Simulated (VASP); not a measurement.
# SiC (P6_3mc) in VASP: a series of runs, part 2 of 2

VASP 6.6.1.

## (3) Single point, PBEsol

This run uses another cell than the first one, of 10.06 Å³/atom, 1.010 times its volume.

Input file INCAR:

```
  ALGO = Normal
  EDIFF = 1E-6
  ENCUT = 520
  GGA = PS
  ISIF = 2
  ISMEAR = 0
  LASPH = True
  LCHARG = True
  LELF = True
  LREAL = False
  LVHAR = True
  LWAVE = False
  NBANDS = 26
  NELM = 80
  PREC = Accurate
  SIGMA = 0.05
```

Input file KPOINTS:

```
k-points
0
Gamma
  12 12 4
```

Input file POSCAR:

```
SiC
1.0
    3.0780670649      0.0000000000      0.0000000000
   -1.5390335324      2.6656842728      0.0000000000
    0.0000000000      0.0000000000      9.8071000000
Si C
4 4
Direct
    0.6666666667      0.3333333333      0.9378278494
    0.3333333333      0.6666666667      0.4378278494
    0.0000000000      0.0000000000      0.6878973398
    0.0000000000      0.0000000000      0.1878973398
    0.6666666667      0.3333333333      0.7498191768
    0.3333333333      0.6666666667      0.2498191768
    0.0000000000      0.0000000000      0.5004546340
    0.0000000000      0.0000000000      0.0004546340
```

Potentials or basis: VASP PAW PBE potentials, release 64 (Si, C).

Command:

```
cat potpaw_PBE.64/Si/POTCAR potpaw_PBE.64/C/POTCAR > POTCAR
mpirun -np 1 vasp_std > vasp.out
```

OUTCAR:

```text
EDIFF = 1E-6
   ENCUT = 520
   GGA = PS
   ISIF = 2
   ISMEAR = 0
   LASPH = True
   LREAL = False
   NELM = 80
   PREC = Accurate

 ion  position               nearest neighbor table
   1  0.667  0.333  0.938-   5 1.84   8 1.88   8 1.88   8 1.88   3 3.03   3 3.03   3 3.03   4 3.03
                             4 3.03   4 3.03
   2  0.333  0.667  0.438-   6 1.84   7 1.88   7 1.88   7 1.88   4 3.03   4 3.03   4 3.03   3 3.03
                             3 3.03   3 3.03
   3  0.000  0.000  0.688-   7 1.84   5 1.88   5 1.88   5 1.88   1 3.03   1 3.03   1 3.03   2 3.03
                             2 3.03   2 3.03
   4  0.000  0.000  0.188-   8 1.84   6 1.88   6 1.88   6 1.88   2 3.03   2 3.03   2 3.03   1 3.03
                             1 3.03   1 3.03
   5  0.667  0.333  0.750-   1 1.84   3 1.88   3 1.88   3 1.88
   6  0.333  0.667  0.250-   2 1.84   4 1.88   4 1.88   4 1.88
   7  0.000  0.000  0.500-   3 1.84   2 1.88   2 1.88   2 1.88
   8  0.000  0.000  0.000-   4 1.84   1 1.88   1 1.88   1 1.88

  LATTYP: Found a hexagonal cell.
 ALAT       =     3.0780670649
 C/A-ratio  =     3.1861229120

  Lattice vectors:

[... 192 lines left out ...]

 E-fermi :   8.7637     XC(G=0): -11.6223

 val. band max:        8.4934226507   @ k =   0.0000   0.0000   0.0000
 cond. band min:      10.5760580890   @ k =   0.5000   0.0000   0.0000
 fundamental gap:      2.0826354383
 Fermi energy:         8.7637112262

 k-point     1 :       0.0000    0.0000    0.0000
  band No.  band energies     occupation
      1      -7.2843      2.00000
      2      -6.0260      2.00000
      3      -5.9761      2.00000
      4      -3.3498      2.00000
      5      -0.3380      2.00000
      6       4.1959      2.00000
[... 685 lines left out ...]
     25      17.2415      0.00000
     26      17.7389      0.00000

 [... further k-points ...]
[... 5 lines left out ...]
  --------------------------------------------------------------------------------------
  -------------------------------------------------------------------------------------
  Total        0.7055621      0.7055621      8.9604121      0.0000000      0.0000000     -0.0000000
  in kB       14.0481283     14.0481283    178.4067056      0.0000000      0.0000000     -0.0000000
  external PRESSURE =      68.8343208 kB  Pullay stress =       0.0000000 kB

 VOLUME and BASIS-vectors are now :
 -----------------------------------------------------------------------------
  energy-cutoff  :      520.00
  volume of cell :       80.47
      direct lattice vectors                 reciprocal lattice vectors
     3.078067065  0.000000000  0.000000000     0.324879211  0.187569100  0.000000000
    -1.539033532  2.665684273  0.000000000     0.000000000  0.375138200  0.000000000
     0.000000000  0.000000000  9.807100000     0.000000000  0.000000000  0.101966942

 POSITION                                       TOTAL-FORCE (eV/Angst)
 -----------------------------------------------------------------------------------
      1.53903      0.88856      9.19737         0.000000      0.000000      0.333686
     -0.00000      1.77712      4.29382        -0.000000      0.000000      0.333686
      0.00000      0.00000      6.74628         0.000000      0.000000      0.391031
      0.00000      0.00000      1.84273        -0.000000      0.000000      0.391031
      1.53903      0.88856      7.35355        -0.000000     -0.000000     -0.375189
     -0.00000      1.77712      2.45000         0.000000      0.000000     -0.375189
      0.00000      0.00000      4.90801         0.000000      0.000000     -0.349528
      0.00000      0.00000      0.00446         0.000000     -0.000000     -0.349528
 -----------------------------------------------------------------------------------
    total drift:                               -0.000000     -0.000000     -0.000115

  FREE ENERGIE OF THE ION-ELECTRON SYSTEM (eV)
  ---------------------------------------------------
  free  energy   TOTEN  =       -63.5496939827 eV

  energy  without entropy=      -63.5496939827  energy(sigma->0) =      -63.54969398
```

stdout:

```text
POSCAR found type information on POSCAR SiC
 POSCAR found :  2 types and       8 ions
 scaLAPACK will be used
 -----------------------------------------------------------------------------
|                                                                             |
|                                                                             |
|     You enforced a specific xc type in the INCAR file but a different       |
|     I HOPE YOU KNOW WHAT YOU ARE DOING!                                     |
|                                                                             |
 -----------------------------------------------------------------------------

 LDA part: xc-table for (Slater+PW92), standard interpolation
 POSCAR, INCAR and KPOINTS ok, starting setup
 FFT: planning ... GRIDC
 FFT: planning ... GRID_SOFT
 FFT: planning ... GRID
 WAVECAR not read
 entering main loop
```

Wall time 42 s (1 thread of Intel Xeon 6975P-C (Granite Rapids), shared host); peak memory 0.24 GiB.

What came out:

| Quantity | Value |
| --- | --- |
| Free energy | -63.5497 eV |
| Pressure | 6.9 GPa |
| Largest force | 0.391 eV/Å |
| Band gap on the k mesh | 2.08 eV, indirect (least direct gap 3.22 eV) |

Forces in eV/Å, atoms in the order of the input:
```
Si   0.000  0.000  0.334
Si   0.000  0.000  0.334
Si   0.000  0.000  0.391
Si   0.000  0.000  0.391
C    0.000  0.000 -0.375
C    0.000  0.000 -0.375
C    0.000  0.000 -0.350
C    0.000  0.000 -0.350
```

Caveat: the PAW data sets were made with another functional, which shifts forces and pressure a little. A k mesh can miss the band edges.

## (4) Single point, PBEsol

This run uses another cell than the first one, of 10.12 Å³/atom, 1.016 times its volume.

Input file INCAR:

```
PREC     = Accurate       # precision mode
ENCUT    = 520            # plane-wave cutoff, eV
EDIFF    = 1E-6           # SCF threshold, eV
ISMEAR   = 0              # smearing method
SIGMA    = 0.05           # smearing width, eV
LREAL    = F              # projectors in reciprocal space
LASPH    = T              # aspherical terms in the spheres
NELM     = 80             # most SCF steps
ALGO     = Normal         # electronic algorithm
ISIF     = 2              # what is computed and relaxed
LWAVE    = F              # write WAVECAR
LCHARG   = T              # write CHGCAR
GGA      = PS             # functional
LELF     = T              # ELF
LVHAR    = T            
NBANDS   = 26             # bands
```

Input file KPOINTS:

```
Automatic mesh
0
Gamma
  12 12 4
```

POSCAR: that of step 3 with these lines changed.

```diff
@@ -2,5 +2,5 @@
 1.0
-    3.0780670649      0.0000000000      0.0000000000
-   -1.5390335324      2.6656842728      0.0000000000
-    0.0000000000      0.0000000000      9.8071000000
+    3.0062000000      0.0000000000      0.0000000000
+   -1.5031000000      2.6034455689      0.0000000000
+    0.0000000000      0.0000000000     10.3445000000
 Si C
```

Potentials or basis: VASP PAW PBE potentials, release 64 (Si, C).

Command:

```
cat potpaw_PBE.64/Si/POTCAR potpaw_PBE.64/C/POTCAR > POTCAR
mpirun -np 1 vasp_std > vasp.out
```

OUTCAR:

```text
PREC = Accurate
   ENCUT = 520
   EDIFF = 1E-6
   ISMEAR = 0
   LREAL = F
   LASPH = T
   NELM = 80
   ISIF = 2
   GGA = PS

 ion  position               nearest neighbor table
   1  0.667  0.333  0.938-   8 1.85   8 1.85   8 1.85   5 1.94   3 3.11   3 3.11   3 3.11   4 3.12
                             4 3.12   4 3.12
   2  0.333  0.667  0.438-   7 1.85   7 1.85   7 1.85   6 1.94   4 3.11   4 3.11   4 3.11   3 3.12
                             3 3.12   3 3.12
   3  0.000  0.000  0.688-   5 1.85   5 1.85   5 1.85   7 1.94   1 3.11   1 3.11   1 3.11   2 3.12
                             2 3.12   2 3.12
   4  0.000  0.000  0.188-   6 1.85   6 1.85   6 1.85   8 1.94   2 3.11   2 3.11   2 3.11   1 3.12
                             1 3.12   1 3.12
   5  0.667  0.333  0.750-   3 1.85   3 1.85   3 1.85   1 1.94
   6  0.333  0.667  0.250-   4 1.85   4 1.85   4 1.85   2 1.94
   7  0.000  0.000  0.500-   2 1.85   2 1.85   2 1.85   3 1.94
   8  0.000  0.000  0.000-   1 1.85   1 1.85   1 1.85   4 1.94

  LATTYP: Found a hexagonal cell.
 ALAT       =     3.0062000000
 C/A-ratio  =     3.4410551527

  Lattice vectors:

 A1 = (   3.0062000000,   0.0000000000,   0.0000000000)
 A2 = (  -1.5031000000,   2.6034455689,   0.0000000000)
[... 194 lines left out ...]
 cond. band min:      10.3164148268   @ k =   0.5000   0.0000   0.0000
 fundamental gap:      1.8483409926
 Fermi energy:         8.7098448789

 k-point     1 :       0.0000    0.0000    0.0000
  band No.  band energies     occupation
      1      -7.3103      2.00000
      2      -6.1967      2.00000
      3      -6.1779      2.00000
      4      -4.0276      2.00000
      5      -0.4985      2.00000
      6       3.5475      2.00000
[... 685 lines left out ...]
     25      16.9134      0.00000
     26      17.5993      0.00000

 [... further k-points ...]
[... 5 lines left out ...]
  --------------------------------------------------------------------------------------
  -------------------------------------------------------------------------------------
  Total        7.8354260      7.8354260     -6.4498698      0.0000000      0.0000000      0.0000000
  in kB      155.0591215    155.0591215   -127.6396638      0.0000000      0.0000000      0.0000000
  external PRESSURE =      60.8261931 kB  Pullay stress =       0.0000000 kB

 VOLUME and BASIS-vectors are now :
 -----------------------------------------------------------------------------
  energy-cutoff  :      520.00
  volume of cell :       80.96
      direct lattice vectors                 reciprocal lattice vectors
     3.006200000  0.000000000  0.000000000     0.332645865  0.192053180  0.000000000
    -1.503100000  2.603445569  0.000000000     0.000000000  0.384106360  0.000000000
     0.000000000  0.000000000 10.344500000     0.000000000  0.000000000  0.096669728

 POSITION                                       TOTAL-FORCE (eV/Angst)
 -----------------------------------------------------------------------------------
      1.50310      0.86782      9.70136         0.000000      0.000000     -0.420689
     -0.00000      1.73563      4.52911        -0.000000     -0.000000     -0.420689
      0.00000      0.00000      7.11595        -0.000000     -0.000000     -0.475721
      0.00000      0.00000      1.94370         0.000000      0.000000     -0.475721
      1.50310      0.86782      7.75650        -0.000000      0.000000      0.470001
     -0.00000      1.73563      2.58425         0.000000     -0.000000      0.470001
      0.00000      0.00000      5.17695        -0.000000      0.000000      0.426408
      0.00000      0.00000      0.00470         0.000000     -0.000000      0.426408
 -----------------------------------------------------------------------------------
    total drift:                               -0.000000     -0.000000      0.002048

  FREE ENERGIE OF THE ION-ELECTRON SYSTEM (eV)
  ---------------------------------------------------
  free  energy   TOTEN  =       -63.4008336373 eV

  energy  without entropy=      -63.4008336373  energy(sigma->0) =      -63.40083364
```

stdout:

```text
POSCAR found type information on POSCAR SiC
 POSCAR found :  2 types and       8 ions
 scaLAPACK will be used
 -----------------------------------------------------------------------------
|                                                                             |
|                                                                             |
|     You enforced a specific xc type in the INCAR file but a different       |
|     I HOPE YOU KNOW WHAT YOU ARE DOING!                                     |
|                                                                             |
 -----------------------------------------------------------------------------

 LDA part: xc-table for (Slater+PW92), standard interpolation
 POSCAR, INCAR and KPOINTS ok, starting setup
 FFT: planning ... GRIDC
 FFT: planning ... GRID_SOFT
 FFT: planning ... GRID
 WAVECAR not read
 entering main loop
```

Wall time 45 s (1 thread of Intel Xeon 6975P-C (Granite Rapids), shared host); peak memory 0.24 GiB.

Results:

```
Free energy            : -63.4008 eV
Pressure               : 6.1 GPa
Largest force          : 0.476 eV/Å
Band gap on the k mesh : 1.85 eV, indirect (least direct gap 3.13 eV)
```

Forces in eV/Å, atoms in the order of the input:
```
Si   0.000  0.000 -0.421
Si   0.000  0.000 -0.421
Si   0.000  0.000 -0.476
Si   0.000  0.000 -0.476
C    0.000  0.000  0.470
C    0.000  0.000  0.470
C    0.000  0.000  0.426
C    0.000  0.000  0.426
```

Caveat: the PAW data sets were made with another functional, which shifts forces and pressure a little.

## (5) Single point, PBEsol

This run uses another cell than the first one, of 10.14 Å³/atom, 1.019 times its volume.

Input file INCAR:

```
SYSTEM = SiC
  PREC = Accurate
  ENCUT = 520
  EDIFF = 1E-7
  ISMEAR = 0
  SIGMA = 0.05
  LREAL = .FALSE.
  LASPH = .TRUE.
  NELM = 100
  ALGO = Normal
  ISIF = 2
  LWAVE = .FALSE.
  LCHARG = .TRUE.
  GGA = PS
  LELF = .TRUE.
  LVHAR = .TRUE.
  NBANDS = 26
```

Input file KPOINTS:

```
regular mesh
0
G
  12 12 4
  0 0 0
```

POSCAR: that of step 4 with these lines changed.

```diff
@@ -2,5 +2,5 @@
 1.0
-    3.0062000000      0.0000000000      0.0000000000
-   -1.5031000000      2.6034455689      0.0000000000
-    0.0000000000      0.0000000000     10.3445000000
+    2.9344000000      0.0000000000      0.0000000000
+   -1.4672000000      2.5412649449      0.0000000000
+    0.0000000000      0.0000000000     10.8819000000
 Si C
```

Command:

```
cat potpaw_PBE.64/Si/POTCAR potpaw_PBE.64/C/POTCAR > POTCAR
mpirun -np 1 vasp_std > vasp.out
```

Wall time 51 s (1 thread of Intel Xeon 6975P-C (Granite Rapids), shared host); peak memory 0.25 GiB.

It converged, with:

| Item | Value |
| --- | --- |
| Free energy | -62.2064 eV |
| Pressure | 9.5 GPa |
| Largest force | 0.780 eV/Å |
| Band gap on the k mesh | 1.33 eV, indirect (least direct gap 2.83 eV) |

Forces on the atoms (eV/Å):
```
Si   0.000  0.000 -0.657
Si   0.000  0.000 -0.657
Si   0.000  0.000 -0.780
Si   0.000  0.000 -0.780
C    0.000  0.000  0.763
C    0.000  0.000  0.763
C    0.000  0.000  0.674
C    0.000  0.000  0.674
```

Stress tensor (GPa, compression positive):
```
 31.57   0.00   0.00
  0.00  31.57   0.00
  0.00   0.00 -34.72
```

Levels at points of the mesh, in eV from the valence-band top:
| k point | band 13 | band 14 | band 15 | band 16 | band 17 | band 18 | band 19 | band 20 |
| --- | --- | --- | --- | --- | --- | --- | --- | --- |
| (0.00, 0.00, 0.00) | -0.34 | -0.34 | 0.00 | 0.00 | 3.28 | 6.84 | 6.87 | 7.20 |
| (0.50, 0.00, 0.00) | -2.31 | -2.30 | -2.19 | -1.49 | 1.33 | 2.07 | 4.23 | 4.38 |
| (0.00, 0.00, 0.50) | -0.12 | -0.12 | -0.12 | -0.12 | 5.04 | 5.04 | 6.99 | 6.99 |
| (0.50, 0.00, 0.50) | -2.76 | -2.76 | -1.76 | -1.76 | 2.18 | 2.18 | 3.84 | 3.84 |

Caveat: the PAW data sets were made with another functional, which shifts forces and pressure a little. As with any semilocal functional, this PBEsol gap is likely too small.

## (6) Single point, PBEsol

This run uses another cell than the first one, of 10.24 Å³/atom, 1.029 times its volume.

Input file INCAR:

```
PREC = Accurate ; ENCUT = 520
EDIFF = 1E-7 ; ISMEAR = 0
SIGMA = 0.05 ; LREAL = False
LASPH = True ; NELM = 60
ALGO = Normal ; ISIF = 2
LWAVE = False ; LCHARG = False
GGA = PS ; NBANDS = 26
```

Input file KPOINTS:

```
regular mesh
0
Gamma
  12 12 4
```

POSCAR: that of step 5 with these lines changed.

```diff
@@ -2,5 +2,5 @@
 1.0
-    2.9344000000      0.0000000000      0.0000000000
-   -1.4672000000      2.5412649449      0.0000000000
-    0.0000000000      0.0000000000     10.8819000000
+    3.1499000000      0.0000000000      0.0000000000
+   -1.5749500000      2.7278934194      0.0000000000
+    0.0000000000      0.0000000000      9.5384000000
 Si C
```

Potentials or basis: VASP PAW PBE potentials, release 64 (Si, C).

Command:

```
cat potpaw_PBE.64/Si/POTCAR potpaw_PBE.64/C/POTCAR > POTCAR
mpirun -np 1 vasp_std > vasp.out
```

It took 42 s on 1 thread of Intel Xeon 6975P-C (Granite Rapids), shared host; peak memory 0.23 GiB.

It converged, with:

- Free energy: -63.0524 eV
- Pressure: 4.1 GPa
- Largest force: 1.252 eV/Å
- Band gap on the k mesh: 1.67 eV, indirect (least direct gap 2.81 eV)

Forces on the atoms (eV/Å):
```
Si   0.000  0.000  1.107
Si   0.000  0.000  1.107
Si   0.000  0.000  1.252
Si   0.000  0.000  1.252
C    0.000  0.000 -1.224
C    0.000  0.000 -1.224
C    0.000  0.000 -1.135
C    0.000  0.000 -1.135
```

Stress tensor (GPa, compression positive):
```
-11.57   0.00   0.00
  0.00 -11.57   0.00
  0.00   0.00  35.51
```

Levels at points of the mesh, in eV from the valence-band top:
```tsv
k point	band 14	band 15	band 16	band 17	band 18	band 19
(0.00, 0.00, 0.00)	-0.27	-0.27	0.00	3.78	4.53	5.37
(0.50, 0.00, 0.00)	-2.04	-1.52	-1.14	1.67	2.08	3.70
(0.00, 0.00, 0.50)	-0.56	-0.56	-0.56	4.05	4.05	5.82
(0.50, 0.00, 0.50)	-2.58	-1.73	-1.73	2.07	2.07	4.16
```

Caveat: the PAW data sets were made with another functional, which shifts forces and pressure a little. A k mesh can miss the band edges.

## (7) Summary

```tsv
cell	gap on the mesh (eV)	pressure (GPa)	largest force (eV/Å)
a = 3.150, b = 3.150, c = 9.270 Å, angles 90.0, 90.0, 120.0°, 8 atoms	1.45	12.9	2.17
a = 3.078, b = 3.078, c = 9.807 Å, angles 90.0, 90.0, 120.0°, 8 atoms	2.08	6.9	0.39
a = 3.006, b = 3.006, c = 10.345 Å, angles 90.0, 90.0, 120.0°, 8 atoms	1.85	6.1	0.48
a = 2.934, b = 2.934, c = 10.882 Å, angles 90.0, 90.0, 120.0°, 8 atoms	1.33	9.5	0.78
a = 3.150, b = 3.150, c = 9.538 Å, angles 90.0, 90.0, 120.0°, 8 atoms	1.67	4.1	1.25
```

Alike in all rows: task single point; level PBEsol; potentials or basis VASP PAW PBE potentials, release 64 (Si, C); no spin polarisation; k mesh 12 × 12 × 4; cutoff (eV) 520; smearing gaussian 0.05 eV.

Caveats: the PAW data sets were made with another functional, which shifts forces and pressure a little.

Total energies depend on the potentials used, so only differences within one code and one set of settings carry meaning.
